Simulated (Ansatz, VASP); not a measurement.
Two plane-wave programs on BaZrO3

Contents of POSCAR:

```
BaZrO3
1.0
    4.1633013651      0.0000000000      0.0000000000
    0.0000000000      4.1633013651      0.0000000000
    0.0000000000      0.0000000000      4.2281670064
Ba Zr O
1 1 3
Direct
    0.0000000000      0.0000000000      0.0000000000
    0.5000000000      0.5000000000      0.5000000000
    0.5000000000      0.5000000000      0.0000000000
    0.5000000000      0.0000000000      0.5000000000
    0.0000000000      0.5000000000      0.5000000000
```

The input INCAR.step1:

```
SYSTEM = BaZrO3
ALGO = Normal ; EDIFF = 1E-5
ENCUT = 910 ; GGA = PE
GGA_COMPAT = .FALSE. ; ISMEAR = 0
LASPH = .TRUE. ; LCHARG = .FALSE.
LREAL = .FALSE. ; LWAVE = .TRUE.
NBANDS = 28 ; NELM = 120
PREC = Accurate ; SIGMA = 0.01
```

INCAR.step2

```
SYSTEM = BaZrO3
ALGO = Normal ; EDIFF = 1E-6
ENCUT = 910 ; GGA_COMPAT = .FALSE.
ISIF = 2 ; ISMEAR = 0
ISTART = 1 ; LASPH = .TRUE.
LCHARG = .TRUE. ; LELF = .TRUE.
LMIXTAU = .TRUE. ; LREAL = .FALSE.
LVHAR = .TRUE. ; LWAVE = .FALSE.
METAGGA = R2SCAN ; NBANDS = 28
NELM = 120 ; PREC = Accurate
SIGMA = 0.01
```

Contents of KPOINTS:

```
k-points
0
G
  6 6 6
  0 0 0
```

Input for Ansatz:

```yaml
crystal:
  lattice:
    - [4.1633013651, 0.0, 0.0]
    - [0.0, 4.1633013651, 0.0]
    - [0.0, 0.0, 4.2281670064]
  atoms:
    - { symbol: Ba, position: [0.0, 0.0, 0.0] }
    - { symbol: Zr, position: [0.5, 0.5, 0.5] }
    - { symbol: O, position: [0.5, 0.5, 0.0] }
    - { symbol: O, position: [0.5, 0.0, 0.5] }
    - { symbol: O, position: [0.0, 0.5, 0.5] }
kpoints:
  mp_grid: { grid: [6, 6, 6] }
  band_path:
    path:
      - [0.0, 0.0, 0.0]
      - [0.0, 0.5, 0.0]
      - [0.5, 0.5, 0.0]
      - [0.5, 0.5, 0.5]
      - [-0.5, -0.5, 0.494792]
    npoints: 1
hamiltonian:
  xc: r2scan
scf:
  occupations: { method: fixed }
  n_extra_bands: 5
output:
  forces: true
  stress: true
  eigenvalues: true
```

Change from the starting cell: epitaxial_xy strain -1.0%.

Alike in both runs: task single point; functional r2SCAN; k mesh 6 × 6 × 6; no spin polarisation.

|  | VASP | Ansatz |
| --- | --- | --- |
| version | VASP 6.6.1 | Ansatz 0.2.0 |
| potentials or method | VASP PAW PBE potentials, release 64 (Ba_sv, Zr_sv, O_h) | plane waves, PAW |
| plane-wave cutoff (eV) | 910 | 500 |
| occupations | gaussian, width 0.01 eV | fixed |
| valence electrons in the cell | 40 | 40 |

```csv
,VASP,Ansatz,Ansatz less VASP
gap on the k mesh at the Fermi level (eV),3.69,3.73,+0.042
```

VASP's potentials were made for PBE, not for r2SCAN.

Spin-orbit coupling is off throughout. Noted on VASP's run: the cutoff is under 1.25 times that of the potentials, so the pressure is a little rough.
